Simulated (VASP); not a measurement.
# AlN (R-3m) in VASP: a series of runs, part 2 of 2

VASP 6.6.1. The steps go on from the part before.

## Step 5: Single point, PBE

This run uses another cell than the first one, of 7.75 Å³/atom, 0.920 times its volume.

Contents of INCAR:

```
SYSTEM = AlN
ALGO = Normal
EDIFF = 1E-7
ENCUT = 520
GGA = PE
ISIF = 2
ISMEAR = 0
LASPH = .TRUE.
LCHARG = .FALSE.
LREAL = .FALSE.
LWAVE = .FALSE.
NBANDS = 11
NELM = 80
PREC = Accurate
SIGMA = 0.05
```

Contents of KPOINTS:

```
k-points
0
G
  10 10 10
  0 0 0
```

Contents of POSCAR:

```
AlN
1.0
    0.1624822742      2.0636009267      2.0636009267
    2.0636009267      0.1624822742      2.0636009267
    2.0636009267      2.0636009267      0.1624822742
Al N
1 1
Direct
    0.5000000000      0.5000000000      0.5000000000
    0.0000000000      0.0000000000      0.0000000000
```

Launch:

```
cat potpaw_PBE.64/Al/POTCAR potpaw_PBE.64/N/POTCAR > POTCAR
mpirun -np 1 vasp_std > vasp.out
```

Run time: 10 s. Hardware: 1 thread of Intel Xeon Platinum 8488C (Sapphire Rapids), shared host; peak memory 0.14 GiB.

Results (log left out):

```yaml
Free_energy: -14.0998 eV
Pressure: 26.0 GPa
Band_gap_on_the_k_mesh: 3.17 eV, indirect (least direct gap 4.73 eV)
```

Stress tensor (GPa, compression positive):
```
 26.01 -30.97 -30.97
-30.97  26.01 -30.97
-30.97 -30.97  26.01
```

Levels at points of the mesh, in eV from the valence-band top:
| k point | band 1 | band 2 | band 3 | band 4 | band 5 | band 6 | band 7 | band 8 | band 9 |
| --- | --- | --- | --- | --- | --- | --- | --- | --- | --- |
| (0.00, 0.00, 0.00) | -18.84 | -2.01 | 0.00 | 0.00 | 4.73 | 10.61 | 12.92 | 12.92 | 16.30 |
| (0.50, 0.00, 0.00) | -15.05 | -9.11 | -2.72 | -1.49 | 4.76 | 10.14 | 11.00 | 13.19 | 15.53 |
| (0.50, 0.50, 0.00) | -14.18 | -8.49 | -4.45 | -2.72 | 3.17 | 5.92 | 13.17 | 17.67 | 18.04 |
| (0.50, 0.50, 0.50) | -15.93 | -10.32 | -0.92 | -0.92 | 7.66 | 12.05 | 12.85 | 12.85 | 17.57 |

A k mesh can miss the band edges. Expect the measured gap to be larger: semilocal functionals such as PBE lack the derivative discontinuity.

## Step 6: Single point, PBE

This run uses another cell than the first one, of 7.75 Å³/atom, 0.920 times its volume.

Contents of INCAR:

```
PREC = Accurate ; ENCUT = 520
EDIFF = 1E-6 ; ISMEAR = 0
SIGMA = 0.05 ; LREAL = F
LASPH = T ; NELM = 60
ALGO = Normal ; ISIF = 2
LWAVE = F ; LCHARG = T
GGA = PE ; LELF = T
LVHAR = T ; NBANDS = 11
```

Contents of KPOINTS:

```
Automatic mesh
0
Gamma
  10 10 10
```

Contents of POSCAR:

```
AlN
1.0
   -0.1560325039      1.9042558402      1.9042558402
    1.9042558402     -0.1560325039      1.9042558402
    1.9042558402      1.9042558402     -0.1560325039
Al N
1 1
Direct
    0.5000000000      0.5000000000      0.5000000000
    0.0000000000      0.0000000000      0.0000000000
```

Potentials or basis: VASP PAW PBE potentials, release 64 (Al, N).

Launch:

```
cat potpaw_PBE.64/Al/POTCAR potpaw_PBE.64/N/POTCAR > POTCAR
mpirun -np 1 vasp_std > vasp.out
```

OUTCAR:

```text
PREC = Accurate
   ENCUT = 520
   EDIFF = 1E-6
   ISMEAR = 0
   LREAL = F
   LASPH = T
   NELM = 60
   ISIF = 2
   GGA = PE

 ion  position               nearest neighbor table
   1  0.500  0.500  0.500-   2 1.99   2 1.99   2 1.99   2 1.99   2 1.99   2 1.99
   2  0.000  0.000  0.000-   1 1.99   1 1.99   1 1.99   1 1.99   1 1.99   1 1.99

  LATTYP: Found a trigonal (rhomboedric) cell.
 ALAT       =     2.6975408713
 COS(alpha) =     0.4166624355

  Lattice vectors:

 A1 = (  -0.1560325039,   1.9042558402,   1.9042558402)
 A2 = (   1.9042558402,  -0.1560325039,   1.9042558402)
 A3 = (   1.9042558402,   1.9042558402,  -0.1560325039)

Analysis of symmetry for initial positions (statically):
=====================================================================
 Subroutine PRICEL returns:
 Original cell was already a primitive cell.

 Routine SETGRP: Setting up the symmetry group for a
 trigonal (rhombohedral) supercell.

 Subroutine GETGRP returns: Found 12 space group operations
 (whereof 12 operations were pure point group operations)
 out of a pool of 12 trial point group operations.

The static configuration has the point symmetry D_3d.

Analysis of symmetry for dynamics (positions and initial velocities):
=====================================================================
 Subroutine PRICEL returns:
 Original cell was already a primitive cell.

 Routine SETGRP: Setting up the symmetry group for a
 trigonal (rhombohedral) supercell.

 Subroutine GETGRP returns: Found 12 space group operations
 (whereof 12 operations were pure point group operations)
 out of a pool of 12 trial point group operations.

The dynamic configuration has the point symmetry D_3d.

 Subroutine INISYM returns: Found 12 space group operations
 (whereof 12 operations are pure point group operations),
 and found     1 'primitive' translations

----------------------------------------------------------------------------------------
[... 115 lines left out ...]
  Fermi-wavevector in a.u.,A,eV,Ry     =   1.313077  2.481356 23.458778  1.724172
  Thomas-Fermi vector in A             =   2.443425
   LORBIT       =      0    0 simple, 1 ext, 2 COOP (PROOUT), +10 PAW based schemes
   GGA     = PE    functional components
   LHFCALC =     F    Hartree Fock is set to
   AEXX    =    0.0000 exact exchange contribution
   IVDW    =     0    specifies the selected vdW correction
   LEPSILON=     F    determine dielectric tensor
   LRPA    =     F    only Hartree local field effects (RPA)
 non-spin polarized calculation
 Gauss-broadening in eV      SIGMA  =   0.05
  energy-cutoff  :      520.00
  volume of cell :       15.50
 maximum number of plane-waves:       440
   NGX = 11   NGY = 11   NGZ = 11

 number of electron       8.0000002 magnetization

 Free energy of the ion-electron system (eV)
  ---------------------------------------------------
  ext. energy  EPLUGINS =         0.00000000
  ---------------------------------------------------
  free energy    TOTEN  =       -14.15789102 eV

  energy without entropy =      -14.15789102  energy(sigma->0) =      -14.15789102

 E-fermi :  12.1397     XC(G=0): -12.5963

 val. band max:       11.8376657743   @ k =   0.0000   0.0000   0.0000
 cond. band min:      14.7313939907   @ k =   0.5000   0.5000   0.0000
 fundamental gap:      2.8937282164
 Fermi energy:        12.1397358723

 k-point     1 :       0.0000    0.0000    0.0000
  band No.  band energies     occupation
      1      -7.2951      2.00000
      2      10.3727      2.00000
      3      10.3727      2.00000
      4      11.8377      2.00000
      5      16.9392      0.00000
      6      21.9384      0.00000
      7      21.9384      0.00000
      8      26.7155      0.00000
      9      27.9475      0.00000
     10      29.3600      0.00000
     11      29.3600      0.00000
[... 309 lines left out ...]
 k-point    24 :       0.4000    0.3000   -0.0000
  band No.  band energies     occupation
      1      -4.0437      2.00000
      2       4.6435      2.00000
      3       7.2890      2.00000
      4       9.3203      2.00000
      5      16.7568      0.00000
      6      18.6883      0.00000
      7      23.2077      0.00000
      8      27.2975      0.00000
      9      28.3237      0.00000
     10      33.5608      0.00000
     11      36.2931      0.00000

 [... further k-points ...]
[... 5 lines left out ...]
  --------------------------------------------------------------------------------------
  -------------------------------------------------------------------------------------
  Total        2.4803413      2.4803413      2.4803413      2.2739700      2.2739700      2.2739700
  in kB      256.3175086    256.3175086    256.3175086    234.9911732    234.9911732    234.9911732
  external PRESSURE =     256.3175086 kB  Pullay stress =       0.0000000 kB

 VOLUME and BASIS-vectors are now :
 -----------------------------------------------------------------------------
  energy-cutoff  :      520.00
  volume of cell :       15.50
      direct lattice vectors                 reciprocal lattice vectors
    -0.156032504  1.904255840  1.904255840    -0.232317090  0.253051865  0.253051865
     1.904255840 -0.156032504  1.904255840     0.253051865 -0.232317090  0.253051865
     1.904255840  1.904255840 -0.156032504     0.253051865  0.253051865 -0.232317090

 POSITION                                       TOTAL-FORCE (eV/Angst)
 -----------------------------------------------------------------------------------
      1.82624      1.82624      1.82624         0.000000      0.000000      0.000000
      0.00000      0.00000      0.00000        -0.000000     -0.000000     -0.000000
 -----------------------------------------------------------------------------------
    total drift:                                0.000000     -0.000000     -0.000000

  FREE ENERGIE OF THE ION-ELECTRON SYSTEM (eV)
  ---------------------------------------------------
  free  energy   TOTEN  =       -14.1578910177 eV

  energy  without entropy=      -14.1578910177  energy(sigma->0) =      -14.15789102
```

Run time: 9.1 s. Hardware: 1 thread of Intel Xeon Platinum 8488C (Sapphire Rapids), shared host; peak memory 0.13 GiB.

Results:

```yaml
Free_energy: -14.1579 eV
Pressure: 25.6 GPa
Band_gap_on_the_k_mesh: 2.89 eV, indirect (least direct gap 5.10 eV)
```

## Step 7: The runs side by side

| cell | gap on the mesh (eV) | pressure (GPa) |
| --- | --- | --- |
| a = 2.971 Å, angles 56.1°, 2 atoms | 3.32 | 0.6 |
| a = 2.797 Å, angles 64.0°, 2 atoms | 3.07 | 0.5 |
| a = 2.681 Å, angles 64.0°, 2 atoms | 3.53 | 41.9 |
| a = 2.923 Å, angles 54.8°, 2 atoms | 3.17 | 26.0 |
| a = 2.698 Å, angles 65.4°, 2 atoms | 2.89 | 25.6 |

Alike in all rows: task single point; level PBE; potentials or basis VASP PAW PBE potentials, release 64 (Al, N); no spin polarisation; k mesh 10 × 10 × 10; cutoff (eV) 520; smearing gaussian 0.05 eV.

Absolute energies hang on the potentials; compare differences alone.
